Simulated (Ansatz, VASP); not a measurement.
## Al5GaN6 in VASP and in Ansatz

Contents of INCAR:

```
ALGO = Normal
EDIFF = 1E-6
EDIFFG = -0.04
ENCUT = 600
GGA = PE
IBRION = 2
ISIF = 3
ISMEAR = 0
LASPH = T
LCHARG = F
LREAL = F
LWAVE = F
NELM = 60
NSW = 90
PREC = Accurate
SIGMA = 0.1
```

KPOINTS

```
k-points
0
Gamma
  6 6 1
```

Contents of POSCAR:

```
Al5GaN6
1.0
    3.3419538300      0.0000000000      0.0000000000
   -1.6709769100      2.8942169100      0.0000000000
    0.0000000000      0.0000000000     16.3721632300
Al Ga N
5 1 6
Direct
    0.0000000000      0.0000000000      0.5000000000
    0.3333333300      0.6666666700      0.3333333300
    0.6666666700      0.3333333300      0.1666666700
    0.3333333300      0.6666666700      0.8333333300
    0.6666666700      0.3333333300      0.6666666700
    0.0000000000      0.0000000000      0.0000000000
    0.3333333300      0.6666666700      0.5833333300
    0.6666666700      0.3333333300      0.4166666700
    0.0000000000      0.0000000000      0.2500000000
    0.3333333300      0.6666666700      0.0833333300
    0.6666666700      0.3333333300      0.9166666700
    0.0000000000      0.0000000000      0.7500000000
```

Input for Ansatz:

```yaml
crystal:
  lattice:
    - [3.34195383, 0.0, 0.0]
    - [-1.67097691, 2.89421691, 0.0]
    - [0.0, 0.0, 16.37216323]
  atoms:
    - { symbol: Al, position: [0.0, 0.0, 0.5] }
    - { symbol: Al, position: [0.33333333, 0.66666667, 0.33333333] }
    - { symbol: Al, position: [0.66666667, 0.33333333, 0.16666667] }
    - { symbol: Al, position: [0.33333333, 0.66666667, 0.83333333] }
    - { symbol: Al, position: [0.66666667, 0.33333333, 0.66666667] }
    - { symbol: Ga, position: [0.0, 0.0, 0.0] }
    - { symbol: "N", position: [0.33333333, 0.66666667, 0.58333333] }
    - { symbol: "N", position: [0.66666667, 0.33333333, 0.41666667] }
    - { symbol: "N", position: [0.0, 0.0, 0.25] }
    - { symbol: "N", position: [0.33333333, 0.66666667, 0.08333333] }
    - { symbol: "N", position: [0.66666667, 0.33333333, 0.91666667] }
    - { symbol: "N", position: [0.0, 0.0, 0.75] }
basis:
  ecutwfc: 420
kpoints:
  mp_grid: { grid: [6, 6, 1] }
hamiltonian:
  xc: pbe
scf:
  occupations: { method: gaussian, width: 0.1 }
  lower_state_search: "off"
output:
  forces: true
  stress: true
  eigenvalues: true
relax:
  adjacent_minimum: "off"
  f_tol: 0.04
  max_steps: 70
  cell: { stress_tol: 0.4 }
```

Alike in both runs: task relaxation of cell and atoms; functional PBE; k mesh 6 × 6 × 1; occupations gaussian, width 0.1 eV; no spin polarisation.

```csv
,VASP,Ansatz
version,VASP 6.6.1,Ansatz 0.2.0
potentials or method,"VASP PAW PBE potentials, release 64 (Al, Ga_d, N), cutoff 600 eV","scalar-relativistic, plane waves, PAW"
valence electrons in the cell,58,58
```

```tsv
	VASP	Ansatz	Ansatz less VASP
gap on the k mesh at the Fermi level, each at its own relaxed structure (eV)	3.17	3.18	+0.010
relaxed volume (Å³/atom)	8.63	8.64	+0.011
relaxed length of the cell vector where the two differ most in proportion (Å)	14.218	14.225	+0.0073
```

Noted on VASP's run: the volume moved by over 15 % at a fixed basis, so the end points are rough.
